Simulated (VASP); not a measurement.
# In in VASP: further runs

Aim: see how the results for In move with the level of theory and the settings. Levels: BLYP, RPBE, PBE, RPBE+D3(BJ). Tasks: single point.

Program: VASP 6.6.1. These are calculated values, not measurements. Logs are shortened: lines on timing, memory, paths and dates and some standing lists are left out, and cuts for length are marked.

## 1. The cell of the first run

The structure is tetragonal, space group I4/mmm (No. 139). Conventional cell: a = 3.385 Å, b = 3.385 Å, c = 5.440 Å, α = 90.00°, β = 90.00°, γ = 90.00°. Within 4.5 Å of In (site symmetry 4/mmm) lie 12 In at 3.39 to 3.62 Å.

## 2. Single point, BLYP

INCAR

```
AGGAC = 1.0
AGGAX = 1.0
ALDAC = 0.0
ALDAX = 1.0
ALGO = Fast
EDIFF = 1E-6
ENCUT = 520
GGA = B5
ISIF = 2
ISMEAR = -1
LASPH = True
LCHARG = False
LREAL = False
LWAVE = False
NBANDS = 12
NELM = 80
PREC = Accurate
SIGMA = 0.05
```

KPOINTS

```
k-points
0
Gamma
  11 11 11
```

POSCAR

```
In
1.0
   -1.6927126406      1.6927126406      2.7198497436
    1.6927126406     -1.6927126406      2.7198497436
    1.6927126406      1.6927126406     -2.7198497436
In
1
Direct
    0.0000000000      0.0000000000      0.0000000000
```

Potentials or basis: VASP PAW PBE potentials, release 64 (In_d).

The run is started by

```sh
$ cat potpaw_PBE.64/In_d/POTCAR > POTCAR
$ mpirun -np 1 vasp_std > vasp.out
```

OUTCAR:

```text
EDIFF = 1E-6
   ENCUT = 520
   GGA = B5
   ISIF = 2
   ISMEAR = -1
   LASPH = True
   LREAL = False
   NELM = 80
   PREC = Accurate

 ion  position               nearest neighbor table
   1  0.000  0.000  0.000-

  LATTYP: Found a body centered tetragonal cell.
 ALAT       =     3.3854252812
 C/A-ratio  =     1.6067994522

  Lattice vectors:

 A1 = (  -1.6927126406,   1.6927126406,   2.7198497436)
 A2 = (   1.6927126406,  -1.6927126406,   2.7198497436)
 A3 = (   1.6927126406,   1.6927126406,  -2.7198497436)

Analysis of symmetry for initial positions (statically):
=====================================================================
 Subroutine PRICEL returns:
 Original cell was already a primitive cell.

 Routine SETGRP: Setting up the symmetry group for a
 body centered tetragonal supercell.

 Subroutine GETGRP returns: Found 16 space group operations
 (whereof 16 operations were pure point group operations)
 out of a pool of 16 trial point group operations.

The static configuration has the point symmetry D_4h.

Analysis of symmetry for dynamics (positions and initial velocities):
=====================================================================
 Subroutine PRICEL returns:
 Original cell was already a primitive cell.

 Routine SETGRP: Setting up the symmetry group for a
 body centered tetragonal supercell.

 Subroutine GETGRP returns: Found 16 space group operations
 (whereof 16 operations were pure point group operations)
 out of a pool of 16 trial point group operations.

The dynamic configuration has the point symmetry D_4h.

 Subroutine INISYM returns: Found 16 space group operations
 (whereof 16 operations are pure point group operations),
 and found     1 'primitive' translations

----------------------------------------------------------------------------------------

                                     Primitive cell

  volume of cell :      31.1725

  direct lattice vectors                    reciprocal lattice vectors
    -1.692712641  1.692712641  2.719849744     0.000000000  0.295383864  0.183833685
     1.692712641 -1.692712641  2.719849744     0.295383864  0.000000000  0.183833685
     1.692712641  1.692712641 -2.719849744     0.295383864  0.295383864  0.000000000

  length of vectors
     3.623276804  3.623276804  3.623276804     0.347917304  0.347917304  0.417735866

  position of ions in fractional coordinates (direct lattice)
     0.000000000  0.000000000  0.000000000

  ion indices of the primitive-cell ions
   primitive index   ion index
                 1           1

----------------------------------------------------------------------------------------

 KPOINTS: k-points

Automatic generation of k-mesh.
 Grid dimensions read from file:
 generate k-points for:   11   11   11

 Generating k-lattice:

  Cartesian coordinates                     Fractional coordinates (reciprocal lattice)
     0.000000000  0.026853079  0.016712153     0.090909091  0.000000000  0.000000000
     0.026853079  0.000000000  0.016712153     0.000000000  0.090909091  0.000000000
     0.026853079  0.026853079  0.000000000     0.000000000  0.000000000  0.090909091

  Length of vectors
     0.031628846  0.031628846  0.037975988

  Shift w.r.t. Gamma in fractional coordinates (k-lattice)
     0.000000000  0.000000000  0.000000000

 Subroutine IBZKPT returns following result:
 ===========================================

 Found    126 irreducible k-points:

 Following reciprocal coordinates:
            Coordinates               Weight
  0.000000  0.000000  0.000000      1.000000
  0.090909  0.000000  0.000000      8.000000
  0.181818  0.000000 -0.000000      8.000000
  0.272727  0.000000 -0.000000      8.000000
  0.363636  0.000000  0.000000      8.000000
  0.454545  0.000000 -0.000000      8.000000
[... 16 lines left out ...]
 -0.272727  0.181818  0.000000     16.000000
 -0.181818  0.181818  0.000000      4.000000
 [... further k-points ...]
   k-points           NKPTS =    126   k-points in BZ     NKDIM =    126   number of bands    NBANDS=     12
   number of dos      NEDOS =    301   number of ions     NIONS =      1
   total plane-waves  NPLWV =  21952
   dimension x,y,z NGX =    28 NGY =   28 NGZ =   28
   dimension x,y,z NGXF=    56 NGYF=   56 NGZF=   56
   ions per type =               1
   NGX,Y,Z   is equivalent  to a cutoff of  12.85, 12.85, 12.85 a.u.
   NGXF,Y,Z  is equivalent  to a cutoff of  25.69, 25.69, 25.69 a.u.
 SYSTEM =  unknown system
   PREC   = accura    normal or accurate (medium, high low for compatibility)
   ISTART =      0    job   : 0-new  1-cont  2-samecut
   ICHARG =      2    charge: 1-file 2-atom 10-const
   ISPIN  =      1    spin polarized calculation?
   LNONCOLLINEAR =      F non collinear calculations
   LSORBIT =      F    spin-orbit coupling
   LASPH  =      T    aspherical Exc in radial PAW
   ENCUT  =  520.0 eV  38.22 Ry    6.18 a.u.   6.74  6.74  6.74*2*pi/ulx,y,z
   NELM   =     80;   NELMIN=  2; NELMDL= -5     # of ELM steps
   EDIFF  = 0.1E-05   stopping-criterion for ELM
   LREAL  =      F    real-space projection
   EDIFFG = 0.1E-04   stopping-criterion for IOM
   NSW    =      0    number of steps for IOM
   IBRION =     -1    ionic relax: 0-MD 1-quasi-New 2-CG
   NFREE  =      0    steps in history (QN), initial steepest desc. (CG)
   ISIF   =      2    stress and relaxation
   ISYM   =      2    0-nonsym 1-usesym 2-fastsym
   POTIM  = 0.5000    time-step for ionic-motion
   TEBEG  =    0.0;   TEEND  =   0.0 temperature during run
   PSTRESS=    0.0 pullay stress
   NELECT =      13.0000    total number of electrons
   NUPDOWN=      -1.0000    fix difference up-down
   EMIN   =  10.00;   EMAX   =-10.00  energy-range for DOS
   EFERMI =   0.00;   METHOD = LEGACY
   ISMEAR =    -1;   SIGMA  =   0.05  broadening in eV -4-tet -1-fermi 0-gaus
   EFERMI_NEDOS =   21; number of points for ismear=-14 and -15
   IALGO  =     68    algorithm
   IMIX   =      4    mixing-type and parameters
     AMIX     =   0.40;   BMIX     =  1.00
     AMIX_MAG =   1.60;   BMIX_MAG =  1.00
  volume/ion in A,a.u.               =      31.17       210.36
  Fermi-wavevector in a.u.,A,eV,Ry     =   1.223110  2.311343 20.354287  1.495998
  Thomas-Fermi vector in A             =   2.358233
   LORBIT       =      0    0 simple, 1 ext, 2 COOP (PROOUT), +10 PAW based schemes
   GGA     = B5    functional components
   LHFCALC =     F    Hartree Fock is set to
   AEXX    =    0.0000 exact exchange contribution
   IVDW    =     0    specifies the selected vdW correction
   LEPSILON=     F    determine dielectric tensor
   LRPA    =     F    only Hartree local field effects (RPA)
 non-spin polarized calculation
 RMM-DIIS sequential band-by-band and
  energy-cutoff  :      520.00
  volume of cell :       31.17
 maximum number of plane-waves:       850
   NGX = 13   NGY = 13   NGZ = 13

 number of electron      13.0000002 magnetization

 Free energy of the ion-electron system (eV)
  ---------------------------------------------------
  ext. energy  EPLUGINS =         0.00000000
  ---------------------------------------------------
  free energy    TOTEN  =        -1.86778384 eV

  energy without entropy =       -1.86418458  energy(sigma->0) =       -1.86598421

 E-fermi :   6.1184     XC(G=0):  -8.8652

 val. band max:        6.0874698610   @ k =  -0.1818  -0.4545   0.1818
 cond. band min:       6.1328386499   @ k =   0.3636   0.2727   0.1818
 fundamental gap:      0.0453687889
 Fermi energy:         6.1183825479

 k-point     1 :       0.0000    0.0000    0.0000
  band No.  band energies     occupation
      1      -8.4846      2.00000
      2      -8.3619      2.00000
      3      -8.3610      2.00000
      4      -8.3610      2.00000
      5      -8.2410      2.00000
      6      -2.2944      2.00000
      7      14.8964      0.00000
      8      14.9637      0.00000
      9      14.9637      0.00000
     10      17.7653      0.00000
     11      18.7435      0.00000
     12      19.1762      0.00000

 k-point     2 :       0.0909    0.0000    0.0000
  band No.  band energies     occupation
      1      -8.4735      2.00000
      2      -8.3666      2.00000
      3      -8.3542      2.00000
      4      -8.3538      2.00000
      5      -8.2456      2.00000
      6      -2.1373      2.00000
      7      13.4484      0.00000
      8      14.5228      0.00000
      9      14.8607      0.00000
     10      17.1969      0.00000
     11      18.6255      0.00000
     12      19.5252      0.00000

 k-point     3 :       0.1818    0.0000   -0.0000
  band No.  band energies     occupation
      1      -8.4521      2.00000
      2      -8.3810      2.00000
      3      -8.3378      2.00000
      4      -8.3261      2.00000
      5      -8.2542      2.00000
      6      -1.6634      2.00000
      7      10.8351      0.00000
      8      13.7128      0.00000
      9      14.6461      0.00000
     10      16.8149      0.00000
     11      17.8145      0.00000
     12      20.3478      0.00000
[... 286 lines left out ...]
 k-point    23 :      -0.2727    0.1818    0.0000
  band No.  band energies     occupation
      1      -8.4201      2.00000
      2      -8.3639      2.00000
      3      -8.3229      2.00000
      4      -8.3107      2.00000
      5      -8.2632      2.00000
      6      -0.7696      2.00000
      7      10.0237      0.00000
      8      11.7003      0.00000
      9      12.5754      0.00000
     10      15.2834      0.00000
     11      16.3363      0.00000
     12      19.6149      0.00000

 k-point    24 :      -0.1818    0.1818    0.0000
  band No.  band energies     occupation
      1      -8.4044      2.00000
      2      -8.3823      2.00000
      3      -8.3382      2.00000
      4      -8.3230      2.00000
      5      -8.2767      2.00000
      6      -1.3850      2.00000
      7      12.1108      0.00000
      8      12.5711      0.00000
      9      12.6244      0.00000
     10      15.1700      0.00000
     11      17.5476      0.00000
     12      19.9362      0.00000

 [... further k-points ...]
[... 5 lines left out ...]
  --------------------------------------------------------------------------------------
  -------------------------------------------------------------------------------------
  Total       -0.0004835     -0.0004835      0.0021742      0.0000000      0.0000000      0.0000000
  in kB       -0.0248511     -0.0248511      0.1117464      0.0000000      0.0000000      0.0000000
  external PRESSURE =       0.0206814 kB  Pullay stress =       0.0000000 kB

 VOLUME and BASIS-vectors are now :
 -----------------------------------------------------------------------------
  energy-cutoff  :      520.00
  volume of cell :       31.17
      direct lattice vectors                 reciprocal lattice vectors
    -1.692712641  1.692712641  2.719849744     0.000000000  0.295383864  0.183833685
     1.692712641 -1.692712641  2.719849744     0.295383864  0.000000000  0.183833685
     1.692712641  1.692712641 -2.719849744     0.295383864  0.295383864  0.000000000

 POSITION                                       TOTAL-FORCE (eV/Angst)
 -----------------------------------------------------------------------------------
      0.00000      0.00000      0.00000         0.000000     -0.000000      0.000000
 -----------------------------------------------------------------------------------
    total drift:                               -0.000000      0.000000      0.000000

  FREE ENERGIE OF THE ION-ELECTRON SYSTEM (eV)
  ---------------------------------------------------
  free  energy   TOTEN  =        -1.8677838383 eV

  energy  without entropy=       -1.8641845791  energy(sigma->0) =       -1.86598421
```

Wall time 31 s (1 thread of AMD EPYC 9R45 (Zen 5), shared host); peak memory 0.15 GiB.

What came out:

| Property | Result |
| --- | --- |
| Free energy | -1.8678 eV |
| Pressure | 0.0 GPa |

Caveat: the PAW data sets were made with another functional, which shifts forces and pressure a little; spin-orbit coupling is left out, which moves the levels of the heavy elements.

## 3. Single point, RPBE

This run uses another cell than the first one, of 28.93 Å³/atom, 0.928 times its volume.

INCAR

```
SYSTEM = In
  ALGO = Normal
  EDIFF = 1E-6
  ENCUT = 520
  GGA = RP
  ISIF = 2
  ISMEAR = -1
  LASPH = .True.
  LCHARG = .True.
  LELF = .True.
  LREAL = .False.
  LVHAR = .True.
  LWAVE = .False.
  NBANDS = 12
  NELM = 100
  PREC = Accurate
  SIGMA = 0.05
```

KPOINTS

```
k-points
0
Gamma
  11 11 11
  0 0 0
```

POSCAR

```
In
1.0
   -1.6665987737      1.6665987737      2.6041133309
    1.6665987737     -1.6665987737      2.6041133309
    1.6665987737      1.6665987737     -2.6041133309
In
1
Direct
    0.0000000000      0.0000000000      0.0000000000
```

Potentials or basis: VASP PAW PBE potentials, release 64 (In_d).

The run is started by

```sh
$ cat potpaw_PBE.64/In_d/POTCAR > POTCAR
$ mpirun -np 1 vasp_std > vasp.out
```

OUTCAR:

```text
SYSTEM = In
   EDIFF = 1E-6
   ENCUT = 520
   GGA = RP
   ISIF = 2
   ISMEAR = -1
   LASPH = .True.
   LREAL = .False.
   NELM = 100
   PREC = Accurate

 ion  position               nearest neighbor table
   1  0.000  0.000  0.000-

  LATTYP: Found a body centered tetragonal cell.
 ALAT       =     3.3331975474
 C/A-ratio  =     1.5625316495

  Lattice vectors:

 A1 = (  -1.6665987737,   1.6665987737,   2.6041133309)
 A2 = (   1.6665987737,  -1.6665987737,   2.6041133309)
 A3 = (   1.6665987737,   1.6665987737,  -2.6041133309)

Analysis of symmetry for initial positions (statically):
=====================================================================
 Subroutine PRICEL returns:
 Original cell was already a primitive cell.

 Routine SETGRP: Setting up the symmetry group for a
 body centered tetragonal supercell.

 Subroutine GETGRP returns: Found 16 space group operations
 (whereof 16 operations were pure point group operations)
 out of a pool of 16 trial point group operations.

The static configuration has the point symmetry D_4h.

Analysis of symmetry for dynamics (positions and initial velocities):
=====================================================================
 Subroutine PRICEL returns:
 Original cell was already a primitive cell.

 Routine SETGRP: Setting up the symmetry group for a
 body centered tetragonal supercell.

 Subroutine GETGRP returns: Found 16 space group operations
 (whereof 16 operations were pure point group operations)
 out of a pool of 16 trial point group operations.

The dynamic configuration has the point symmetry D_4h.

 Subroutine INISYM returns: Found 16 space group operations
 (whereof 16 operations are pure point group operations),
 and found     1 'primitive' translations

----------------------------------------------------------------------------------------

                                     Primitive cell

  volume of cell :      28.9322

[... 111 lines left out ...]
   GGA     = RP    functional components
   LHFCALC =     F    Hartree Fock is set to
   AEXX    =    0.0000 exact exchange contribution
   IVDW    =     0    specifies the selected vdW correction
   LEPSILON=     F    determine dielectric tensor
   LRPA    =     F    only Hartree local field effects (RPA)
 non-spin polarized calculation
  energy-cutoff  :      520.00
  volume of cell :       28.93
 maximum number of plane-waves:       796
 NGX is ok and might be reduce to    28
   NGX = 13   NGY = 13   NGZ = 13

 number of electron      13.0000001 magnetization

 Free energy of the ion-electron system (eV)
  ---------------------------------------------------
  ext. energy  EPLUGINS =         0.00000000
  ---------------------------------------------------
  free energy    TOTEN  =        -2.19916459 eV

  energy without entropy =       -2.19594584  energy(sigma->0) =       -2.19755522

 E-fermi :   6.5738     XC(G=0):  -9.6830

 val. band max:        6.5662752523   @ k =  -0.2727   0.2727   0.2727
 cond. band min:       6.5911786286   @ k =   0.3636   0.2727   0.1818
 fundamental gap:      0.0249033763
 Fermi energy:         6.5737546325

 k-point     1 :       0.0000    0.0000    0.0000
  band No.  band energies     occupation
      1      -8.1097      2.00000
      2      -7.9945      2.00000
      3      -7.9945      2.00000
      4      -7.9629      2.00000
      5      -7.8561      2.00000
      6      -2.2981      2.00000
      7      16.2789      0.00000
      8      16.2790      0.00000
      9      16.4175      0.00000
     10      17.9107      0.00000
     11      19.6478      0.00000
     12      19.8993      0.00000
[... 331 lines left out ...]
 k-point    24 :      -0.1818    0.1818    0.0000
  band No.  band energies     occupation
      1      -8.0472      2.00000
      2      -7.9986      2.00000
      3      -7.9509      2.00000
      4      -7.9410      2.00000
      5      -7.8860      2.00000
      6      -1.3415      2.00000
      7      13.1361      0.00000
      8      13.4988      0.00000
      9      13.8311      0.00000
     10      15.5003      0.00000
     11      17.8046      0.00000
     12      21.4777      0.00000

 [... further k-points ...]

------------------------ aborting loop because EDIFF is reached ----------------------------------------

  FORCE on cell =-STRESS in cart. coord.  units (eV):
  Direction    XX          YY          ZZ          XY          YZ          ZX
  --------------------------------------------------------------------------------------
  -------------------------------------------------------------------------------------
  Total       -0.0129963     -0.0129963     -0.0124868      0.0000000      0.0000000      0.0000000
  in kB       -0.7196938     -0.7196938     -0.6914798      0.0000000      0.0000000      0.0000000
  external PRESSURE =      -0.7102891 kB  Pullay stress =       0.0000000 kB

 VOLUME and BASIS-vectors are now :
 -----------------------------------------------------------------------------
  energy-cutoff  :      520.00
  volume of cell :       28.93
      direct lattice vectors                 reciprocal lattice vectors
    -1.666598774  1.666598774  2.604113331     0.000000000  0.300012221  0.192003932
     1.666598774 -1.666598774  2.604113331     0.300012221  0.000000000  0.192003932
     1.666598774  1.666598774 -2.604113331     0.300012221  0.300012221  0.000000000

 POSITION                                       TOTAL-FORCE (eV/Angst)
 -----------------------------------------------------------------------------------
      0.00000      0.00000      0.00000         0.000000      0.000000      0.000000
 -----------------------------------------------------------------------------------
    total drift:                               -0.000000     -0.000000     -0.000000

  FREE ENERGIE OF THE ION-ELECTRON SYSTEM (eV)
  ---------------------------------------------------
  free  energy   TOTEN  =        -2.1991645918 eV

  energy  without entropy=       -2.1959458434  energy(sigma->0) =       -2.19755522
```

stdout:

```text
POSCAR found type information on POSCAR In
 POSCAR found :  1 types and       1 ions
 scaLAPACK will be used
 -----------------------------------------------------------------------------
|                                                                             |
|                                                                             |
|     You enforced a specific xc type in the INCAR file but a different       |
|     I HOPE YOU KNOW WHAT YOU ARE DOING!                                     |
|                                                                             |
 -----------------------------------------------------------------------------

 LDA part: xc-table for (Slater+PW92), standard interpolation
 POSCAR, INCAR and KPOINTS ok, starting setup
 FFT: planning ... GRIDC
 FFT: planning ... GRID_SOFT
 FFT: planning ... GRID
 WAVECAR not read
 entering main loop
```

It took 26 s on 1 thread of Intel Xeon Platinum 8375C at 2.90GHz (Ice Lake), shared host; peak memory 0.18 GiB.

What came out:

```yaml
Free_energy: -2.1992 eV
Pressure: -0.1 GPa
```

Caveat: the PAW data sets were made with another functional, which shifts forces and pressure a little; spin-orbit coupling is left out, which moves the levels of the heavy elements.

(Continued in part 2 of 2.)
